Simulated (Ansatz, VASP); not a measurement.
# One calculation of TaF3, two programs

```xyz
4
Lattice="3.7842 0.0000 0.0000 0.0000 3.7842 0.0000 0.0000 0.0000 3.7842" Properties=species:S:1:pos:R:3 pbc="T T T"
Ta    0.0000    0.0000    0.0000
F     1.8921    0.0000    0.0000
F     0.0000    1.8921    0.0000
F     0.0000    0.0000    1.8921
```

Change from the starting cell: strain -0.030 along x and y, -0.030 along z, atoms carried along.

Alike in both runs: task single point; functional PBE; k mesh 12 × 12 × 12; occupations gaussian, width 0.15 eV; no spin polarisation.

```csv
,VASP,Ansatz
version,VASP 6.6.1,Ansatz 0.2.0
potentials or method,"VASP PAW PBE potentials, release 64 (Ta_pv, F), cutoff 520 eV","scalar-relativistic, plane waves, PAW"
valence electrons in the cell,32,34
```

Ansatz gave:

```
gap on the k mesh at the Fermi level (eV) : none
pressure (GPa)                            : 48.5
```

**Question.** What did VASP give for the same quantities?

**Answer.** gap on the k mesh at the Fermi level (eV): none; pressure (GPa): 49.4.

A gap of «none» marks a metal or a gap that the smearing closes. Both programs put the cell under a high pressure, so it lies far from rest at this level. The functional is the same, so the differences come from potentials, cutoffs and numerics. VASP's potentials hold 32 valence electrons a cell and Ansatz's 34, so a difference there can come from the potentials and not from the codes.

Spin-orbit coupling is off throughout.
